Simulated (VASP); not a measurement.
Write the native input for VASP 6.6.1 that does the following.

* Task: single point
* Functional: r2SCAN
* Potentials or basis: VASP PAW PBE potentials, release 64 (Mg, O)
* Cutoff: 660 eV
* k mesh: 5 × 5 × 5
* Occupations: fermi-dirac, width 0.02 eV
* Spin: no spin polarisation
* Dipole correction: no
* Further INCAR settings: ALGO = Normal; EDIFF = 1e-06; NBANDS = 11

MgO:

```
Mg O
1.0
     0.00000    2.13750    2.13750
     2.13750    0.00000    2.13750
     2.13750    2.13750    0.00000
Mg O
1 1
Direct
  0.00000 0.00000 0.00000
  0.50000 0.50000 0.50000
```

The input as run:

POSCAR

```
MgO
1.0
    0.0000000000      2.1375000000      2.1375000000
    2.1375000000      0.0000000000      2.1375000000
    2.1375000000      2.1375000000      0.0000000000
Mg O
1 1
Direct
    0.0000000000      0.0000000000      0.0000000000
    0.5000000000      0.5000000000      0.5000000000
```

INCAR.step1

```
PREC = Accurate ; ENCUT = 660
ISMEAR = -1 ; SIGMA = 0.02
LREAL = False ; LASPH = True
NELM = 120 ; NBANDS = 11
GGA = PE ; ALGO = Normal
EDIFF = 1E-5 ; LWAVE = True
LCHARG = False ; GGA_COMPAT = False
```

INCAR.step2

```
PREC = Accurate ; ENCUT = 660
EDIFF = 1E-6 ; ISMEAR = -1
SIGMA = 0.02 ; LREAL = False
LASPH = True ; NELM = 120
ALGO = Normal ; ISIF = 2
LWAVE = False ; LCHARG = False
METAGGA = R2SCAN ; LMIXTAU = True
NBANDS = 11 ; ISTART = 1
GGA_COMPAT = False
```

KPOINTS

```
Automatic mesh
0
Gamma
  5 5 5
```

Potentials or basis: VASP PAW PBE potentials, release 64 (Mg, O).

Command:

```bash
$ cat potpaw_PBE.64/Mg/POTCAR potpaw_PBE.64/O/POTCAR > POTCAR
$ cp INCAR.step1 INCAR
$ mpirun -np 1 vasp_std > vasp.out
$ cp INCAR.step2 INCAR
$ mpirun -np 1 vasp_std > vasp.out
```

It gave:

```
Pressure               : -8.9 GPa
Band gap on the k mesh : 5.17 eV, direct
```

Caveat: the k points lie up to 0.51 Å⁻¹ apart; the PAW data sets were made with another functional, which shifts forces and pressure a little.

It took 45 s on 1 thread of Intel Xeon 8259CL, with other jobs on the host, peak memory 0.16 GiB.
